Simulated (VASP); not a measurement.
Here is a VASP 6.6.1 calculation.

Contents of INCAR:

```
SYSTEM = GaN
  PREC = Accurate
  ENCUT = 520
  EDIFF = 1E-8
  ISMEAR = 0
  SIGMA = 0.01
  LREAL = .False.
  LASPH = .True.
  NELM = 80
  ALGO = Normal
  ISIF = 2
  LWAVE = .False.
  LCHARG = .False.
  METAGGA = R2SCAN
  LMIXTAU = .True.
  IBRION = 6
  NFREE = 2
  POTIM = 0.015
  NSW = 1
```

KPOINTS

```
Automatic mesh
0
Gamma
  10 10 10
  0 0 0
```

Contents of POSCAR:

```
GaN
1.0
    2.2414625340      2.2414625340      0.0000000000
   -2.2414625340      2.2414625340      0.0000000000
    0.0000000000      2.2414625340      2.2414625340
Ga N
1 1
Direct
    0.0000000000      0.0000000000      0.0000000000
    0.2500000000      0.7500000000      0.5000000000
```

Potentials or basis: VASP PAW PBE potentials, release 64 (Ga_d, N).

Launch:

```sh
$ cat potpaw_PBE.64/Ga_d/POTCAR potpaw_PBE.64/N/POTCAR > POTCAR
$ mpirun -np 1 vasp_std > vasp.out
```

(1) Estimate the highest phonon frequency at Γ, LO-TO splitting left out.

Answers

(1) 560 cm⁻¹.

Caveat: the cell wasn't relaxed at this level first, which shifts response properties.
